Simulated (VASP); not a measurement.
Pt, 4 atoms in the cell. It takes space group P6_3/mmc (No. 194, hexagonal). The conventional cell has a = 2.802 Å, b = 2.802 Å, c = 9.359 Å, α = 90.00°, β = 90.00°, γ = 120.00°. Pt (site symmetry -3m) has 12 Pt at 2.80 to 2.84 Å within 3.7 Å. Pt (site symmetry -6m2) has 12 Pt at 2.80 to 2.84 Å within 3.7 Å. 

- Program: VASP 6.6.1
- Task: single point
- Functional: revPBE
- Potentials or basis: VASP PAW PBE potentials, release 64 (Pt)
- Cutoff: 520 eV
- k mesh: 13 × 13 × 4
- Occupations: fermi-dirac, width 0.1 eV
- Spin: no spin polarisation
- Dipole correction: no
- Further INCAR settings: ALGO = Normal; EDIFF = 1e-07; NBANDS = 28

Potentials or basis: VASP PAW PBE potentials, release 64 (Pt).

The run is started by

```console
$ cat potpaw_PBE.64/Pt/POTCAR > POTCAR
$ mpirun -np 1 vasp_std > vasp.out
```

Hardware: 1 thread of AMD EPYC 7571, with other jobs on the host.

Problem. How long does it take, and how much memory?

Solution. Wall time 3.3 min on 1 thread of AMD EPYC 7571, with other jobs on the host, peak memory 0.2 GiB. Counts: scf iterations 16, k points 63.
